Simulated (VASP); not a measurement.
# BeIn3Fe (I4mm) in VASP: single point with r2SCAN

Aim: the single point of BeIn3Fe with r2SCAN.

All numbers are computed with VASP 6.6.1; they aren't measurements. Logs are shortened: lines on timing, memory, paths and dates and some standing lists are left out, and cuts for length are marked.

## Step 1: The cell of the first run

Symmetry: I4mm, No. 107, tetragonal system. The conventional cell has a = 4.392 Å, b = 4.392 Å, c = 10.031 Å, α = 90.00°, β = 90.00°, γ = 90.00°. Be (site symmetry 4mm) has 13 In at 3.18 to 4.34 Å and 5 Fe at 3.37 to 3.51 Å and 4 Be at 4.39 Å within 4.4 Å. Fe (site symmetry 4mm) has 5 In at 2.31 to 2.39 Å within 3.1 Å. In (site symmetry 4mm) has 1 Fe at 2.31 Å and 4 In at 2.82 Å and 4 Be at 3.18 Å within 3.2 Å. Within 3.4 Å of In (site symmetry 2mm) lie 2 Fe at 2.39 Å and 6 In at 2.82 to 3.11 Å and 4 Be at 3.28 to 3.39 Å.

## Step 2: Single point, r2SCAN

POSCAR reads:

```
BeIn3Fe
1.0
    0.0000000000      4.3915940000      0.0000000000
    4.3915940000      0.0000000000      0.0000000000
    2.1957970000      2.1957970000     -5.0155300000
Be Fe In
1 1 3
Direct
    0.0000000000      0.0000000000      0.0000000000
    0.6636000000      0.6636000000      0.6728000000
    0.4330700000      0.4330700000      0.1338600000
    0.7568600000      0.2568600000      0.4862800000
    0.2568600000      0.7568600000      0.4862800000
```

INCAR.step1 reads:

```
ALGO = Normal
EDIFF = 1E-4
ENCUT = 520
GGA = PE
ISMEAR = 0
LASPH = True
LCHARG = False
LREAL = False
LWAVE = True
NBANDS = 32
NELM = 80
PREC = Accurate
SIGMA = 0.0324
```

INCAR.step2 reads:

```
ALGO = Normal
EDIFF = 1E-6
ENCUT = 520
ISIF = 2
ISMEAR = 0
ISTART = 1
LASPH = True
LCHARG = False
LMIXTAU = True
LREAL = False
LWAVE = False
METAGGA = R2SCAN
NBANDS = 32
NELM = 80
PREC = Accurate
SIGMA = 0.0324
```

KPOINTS reads:

```
k-points
0
Gamma
  8 8 8
```

Potentials or basis: VASP PAW PBE potentials, release 64 (Be, Fe, In_d).

Run with:

```bash
cat potpaw_PBE.64/Be/POTCAR potpaw_PBE.64/Fe/POTCAR potpaw_PBE.64/In_d/POTCAR > POTCAR
cp INCAR.step1 INCAR
mpirun -np 1 vasp_std > vasp.out
cp INCAR.step2 INCAR
mpirun -np 1 vasp_std > vasp.out
```

OUTCAR:

```text
EDIFF = 1E-6
   ENCUT = 520
   ISIF = 2
   ISMEAR = 0
   ISTART = 1
   LASPH = True
   LREAL = False
   METAGGA = R2SCAN
   NELM = 80
   PREC = Accurate

 ion  position               nearest neighbor table
   1  0.000  0.000  0.000-   3 3.18   3 3.18   3 3.18   3 3.18
   2  0.664  0.664  0.673-   3 2.31   4 2.39   5 2.39   4 2.39   5 2.39
   3  0.433  0.433  0.134-   2 2.31   5 2.82   4 2.82   4 2.82   5 2.82   1 3.18   1 3.18   1 3.18
                             1 3.18   4 3.92   5 3.92   5 3.92   4 3.92
   4  0.757  0.257  0.486-   2 2.39   2 2.39   3 2.82   3 2.82   5 3.11   5 3.11   5 3.11   5 3.11
                             3 3.92   3 3.92
   5  0.257  0.757  0.486-   2 2.39   2 2.39   3 2.82   3 2.82   4 3.11   4 3.11   4 3.11   4 3.11
                             3 3.92   3 3.92

  LATTYP: Found a body centered tetragonal cell.
 ALAT       =     4.3915940000
 C/A-ratio  =     2.2841501286

  Lattice vectors:

 A1 = (  -2.1957970000,   2.1957970000,   5.0155300000)
 A2 = (   2.1957970000,  -2.1957970000,   5.0155300000)
 A3 = (   2.1957970000,   2.1957970000,  -5.0155300000)

Analysis of symmetry for initial positions (statically):
=====================================================================
 Subroutine PRICEL returns:
 Original cell was already a primitive cell.

 Routine SETGRP: Setting up the symmetry group for a
 body centered tetragonal supercell.

 Subroutine GETGRP returns: Found  8 space group operations
 (whereof  8 operations were pure point group operations)
 out of a pool of 16 trial point group operations.

The static configuration has the point symmetry C_4v.

Analysis of symmetry for dynamics (positions and initial velocities):
=====================================================================
 Subroutine PRICEL returns:
 Original cell was already a primitive cell.

 Routine SETGRP: Setting up the symmetry group for a
 body centered tetragonal supercell.

 Subroutine GETGRP returns: Found  8 space group operations
 (whereof  8 operations were pure point group operations)
 out of a pool of 16 trial point group operations.

The dynamic configuration has the point symmetry C_4v.

 Subroutine INISYM returns: Found  8 space group operations
 (whereof  8 operations are pure point group operations),
 and found     1 'primitive' translations

----------------------------------------------------------------------------------------

                                     Primitive cell

  volume of cell :      96.7300

[... 98 lines left out ...]
   IBRION =     -1    ionic relax: 0-MD 1-quasi-New 2-CG
   NFREE  =      0    steps in history (QN), initial steepest desc. (CG)
   ISIF   =      2    stress and relaxation
   ISYM   =      2    0-nonsym 1-usesym 2-fastsym
   POTIM  = 0.5000    time-step for ionic-motion
   TEBEG  =    0.0;   TEEND  =   0.0 temperature during run
   PSTRESS=    0.0 pullay stress
   NELECT =      49.0000    total number of electrons
   NUPDOWN=      -1.0000    fix difference up-down
   EMIN   =  10.00;   EMAX   =-10.00  energy-range for DOS
   EFERMI =   0.00;   METHOD = LEGACY
   ISMEAR =     0;   SIGMA  =   0.03  broadening in eV -4-tet -1-fermi 0-gaus
   EFERMI_NEDOS =   21; number of points for ismear=-14 and -15
   IALGO  =     38    algorithm
   IMIX   =      4    mixing-type and parameters
     AMIX     =   0.40;   BMIX     =  1.00
     AMIX_MAG =   1.60;   BMIX_MAG =  1.00
  volume/ion in A,a.u.               =      19.35       130.55
  Fermi-wavevector in a.u.,A,eV,Ry     =   1.305028  2.466145 23.172052  1.703098
  Thomas-Fermi vector in A             =   2.435924
   LORBIT       =      0    0 simple, 1 ext, 2 COOP (PROOUT), +10 PAW based schemes
   METAGGA = R2SCAN    functional components
   LHFCALC =     F    Hartree Fock is set to
   AEXX    =    0.0000 exact exchange contribution
   IVDW    =     0    specifies the selected vdW correction
   LEPSILON=     F    determine dielectric tensor
   LRPA    =     F    only Hartree local field effects (RPA)
 non-spin polarized calculation
 Gauss-broadening in eV      SIGMA  =   0.03
  energy-cutoff  :      520.00
  volume of cell :       96.73
 maximum number of plane-waves:      2634
 NGX is ok and might be reduce to    36
   NGX = 17   NGY = 17   NGZ = 21

 number of electron      48.9999992 magnetization

 Free energy of the ion-electron system (eV)
  ---------------------------------------------------
  ext. energy  EPLUGINS =         0.00000000
  ---------------------------------------------------
  free energy    TOTEN  =       -80.63311423 eV

  energy without entropy =      -80.63035054  energy(sigma->0) =      -80.63173239

 E-fermi :   7.3970     XC(G=0): -11.4655

 val. band max:        7.3875121509   @ k =   0.5000   0.3750   0.0000
 cond. band min:       7.3979603213   @ k =   0.5000   0.3750   0.1250
 fundamental gap:      0.0104481704
 Fermi energy:         7.3970118949

 k-point     1 :       0.0000    0.0000    0.0000
  band No.  band energies     occupation
      1      -8.3207      2.00000
      2      -8.3141      2.00000
      3      -8.2787      2.00000
      4      -8.2787      2.00000
      5      -8.0883      2.00000
      6      -8.0354      2.00000
[... 829 lines left out ...]
     31      11.1515      0.00000
     32      13.6054      0.00000

 [... further k-points ...]

------------------------ aborting loop because EDIFF is reached ----------------------------------------

  FORCE on cell =-STRESS in cart. coord.  units (eV):
  Direction    XX          YY          ZZ          XY          YZ          ZX
  --------------------------------------------------------------------------------------
  -------------------------------------------------------------------------------------
  Total        7.7758637      7.7758637      7.7960272      0.0000000     -0.0000000      0.0000000
  in kB      128.7947101    128.7947101    129.1286847      0.0000000     -0.0000000      0.0000000
  external PRESSURE =     128.9060349 kB  Pullay stress =       0.0000000 kB

 VOLUME and BASIS-vectors are now :
 -----------------------------------------------------------------------------
  energy-cutoff  :      520.00
  volume of cell :       96.73
      direct lattice vectors                 reciprocal lattice vectors
     0.000000000  4.391594000  0.000000000     0.000000000  0.227707753  0.099690362
     4.391594000  0.000000000  0.000000000     0.227707753  0.000000000  0.099690362
     2.195797000  2.195797000 -5.015530000     0.000000000  0.000000000 -0.199380723

 POSITION                                       TOTAL-FORCE (eV/Angst)
 -----------------------------------------------------------------------------------
      0.00000      0.00000      0.00000         0.000000      0.000000      0.159921
      4.39159      4.39159     -3.37445         0.000000      0.000000     -0.010892
      2.19580      2.19580     -0.67138         0.000000      0.000000      0.851334
      2.19580      4.39159     -2.43895        -0.000000     -0.000000     -0.500181
      4.39159      2.19580     -2.43895        -0.000000     -0.000000     -0.500181
 -----------------------------------------------------------------------------------
    total drift:                                0.000006      0.000006      0.000433

  FREE ENERGIE OF THE ION-ELECTRON SYSTEM (eV)
  ---------------------------------------------------
  free  energy   TOTEN  =       -80.6331142348 eV

  energy  without entropy=      -80.6303505402  energy(sigma->0) =      -80.63173239
```

Run time: 6.5 min. Hardware: 1 thread of Intel Xeon Platinum 8488C (Sapphire Rapids), shared host; peak memory 0.37 GiB.

Results:

```
Free energy            : -80.6331 eV
Pressure               : 12.9 GPa
Largest force          : 0.851 eV/Å
Band gap on the k mesh : zero (an odd number of electrons rules out a gap without spin polarisation)
```

Forces in eV/Å, atoms in the order of the input:
```
Be   0.000  0.000  0.160
Fe   0.000  0.000 -0.011
In   0.000  0.000  0.851
In   0.000  0.000 -0.500
In   0.000  0.000 -0.500
```

Caveat: the cell stands under pressure; the PAW data sets were made with another functional, which shifts forces and pressure a little; spin-orbit coupling is left out, which moves the levels of the heavy elements; the run has no spin polarisation, though such a crystal can be magnetic. Spin polarisation is off, so any magnetic state and its effect on volume and gap are missing.
